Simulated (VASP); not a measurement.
# Ni: single point with LDA

Crystal: Ni.

```
Ni
1.0
     0.00000    2.36519    2.36519
     2.36519    0.00000    2.36519
     2.36519    2.36519    0.00000
Ni
2
Direct
  0.12500 0.12500 0.12500
  0.87500 0.87500 0.87500
```

This cell differs from its parent crystal: volume scaled by 0.88.

| Quantity | Value |
| --- | --- |
| Program | VASP 6.6.1 |
| Task | single point |
| Functional | LDA |
| Potentials or basis | VASP PAW LDA potentials, release 64 (Ni) |
| Cutoff | 520 eV |
| k mesh | 12 × 12 × 12 |
| Occupations | fermi-dirac, width 0.1 eV |
| Spin | no spin polarisation |
| Dipole correction | no |
| Further INCAR settings | ALGO = Normal; EDIFF = 1e-06; NBANDS = 17 |

```json
{
 "Pressure": "19.8 GPa",
 "Band gap on the k mesh": "zero (band 10 reaches 6.80 eV, above the bottom of band 11 at 6.40 eV)"
}
```

Levels at points of the mesh, in eV from the Fermi level:
| k point | band 8 | band 9 | band 10 | band 11 | band 12 | band 13 |
| --- | --- | --- | --- | --- | --- | --- |
| (0.00, 0.00, 0.00) | -1.47 | -1.47 | -0.07 | -0.07 | 14.03 | 14.03 |
| (0.50, 0.00, 0.00) | -0.98 | -0.98 | -0.29 | -0.29 | 1.23 | 10.19 |
| (0.50, 0.50, 0.00) | -1.76 | -0.11 | -0.11 | 1.68 | 1.68 | 5.04 |

Wall time 16 s on 1 thread of Intel(R) Xeon(R) 6975P-C (Granite Rapids), on a shared host, peak memory 0.15 GiB.

Caveat: the run has no spin polarisation, though such a crystal can be magnetic. Spin polarisation is off, so any magnetic state and its effect on volume and gap are missing.
